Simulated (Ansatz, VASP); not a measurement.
# Two plane-wave programs on C

```
C
1.0
    -1.26274    1.26274    1.78575
     1.26274   -1.26274    1.78575
     1.26274    1.26274   -1.78575
C
2
Direct
  0.62500 0.87500 0.75000
  0.37500 0.12500 0.25000
```

Change from the starting cell: volume scaled by 1, norm-conserving files.

Alike in both runs: task single point; functional PBE; k mesh 21 × 21 × 21; occupations fermi-dirac, width 0.1 eV; no spin polarisation.

|  | VASP | Ansatz |
| --- | --- | --- |
| version | VASP 6.6.1 | Ansatz 0.2.0 |
| potentials or method | VASP PAW PBE potentials, release 64 (C) | norm-conserving pseudopotentials, scalar-relativistic |
| plane-wave cutoff (eV) | 520 | 1116 |
| valence electrons in the cell | 8 | 8 |

|  | VASP | Ansatz | Ansatz less VASP |
| --- | --- | --- | --- |
| gap on the k mesh at the Fermi level (eV) | 4.13 | 4.14 | +0.011 |
| pressure (GPa) | 0.7 | 0.0 | -0.72 |

With one functional, cell and mesh, what is left measures potentials, basis and numerics. Ansatz's warnings: near symmetry operations not taken.
